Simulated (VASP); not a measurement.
**RbBr: single point with PBEsol**

Crystal: RbBr.

```
CELL_PARAMETERS angstrom
0.00000 3.42750 3.42750
3.34181 0.00000 3.42750
3.34181 3.42750 0.00000
ATOMIC_POSITIONS crystal
Rb 0.00000 0.00000 0.00000
Br 0.50000 0.50000 0.50000
```

This cell differs from its parent crystal: strain -0.0250 x Voigt [1, 0, 0, 0, 0, 0].

```
Program                : VASP 6.6.1
Task                   : single point
Functional             : PBEsol
Potentials or basis    : VASP PAW PBE potentials, release 64 (Rb_sv, Br)
Cutoff                 : 520 eV
k mesh                 : 6 × 6 × 6
Occupations            : gaussian, width 0.05 eV
Spin                   : no spin polarisation
Dipole correction      : no
Further INCAR settings : ALGO = Normal; EDIFF = 1e-07; NBANDS = 15
```

The pressure is 0.4 GPa. The band gap on the k mesh is 4.24 eV, direct.

Stress tensor (GPa, compression positive):
```
0.97 0.00 0.00
0.00 0.08 0.00
0.00 0.00 0.08
```

Levels at points of the mesh, in eV from the valence-band top:
```
           k point  band 5  band 6  band 7  band 8  band 9  band 10  band 11  band 12
(0.00, 0.00, 0.00)   -8.41   -0.04   -0.04    0.00    4.24     7.12     7.12     7.29
(0.50, 0.00, 0.00)   -8.36   -1.09   -0.42   -0.41    6.70     7.67     9.47     9.50
(0.50, 0.50, 0.00)   -8.49   -0.53   -0.19   -0.16    5.45     7.07     9.12     9.16
(0.00, 0.50, 0.50)   -8.50   -0.47   -0.21   -0.21    5.42     7.11     9.21     9.21
```

Run time: 36 s on 1 thread of Intel(R) Xeon(R) Platinum 8259CL CPU @ 2.50GHz (Skylake/Cascade Lake), with other jobs on the host, peak memory 0.22 GiB.

Caveat: the cell differs from its parent crystal (strain -0.0250 x Voigt [1, 0, 0, 0, 0, 0]); the PAW data sets were made with another functional, which shifts forces and pressure a little.
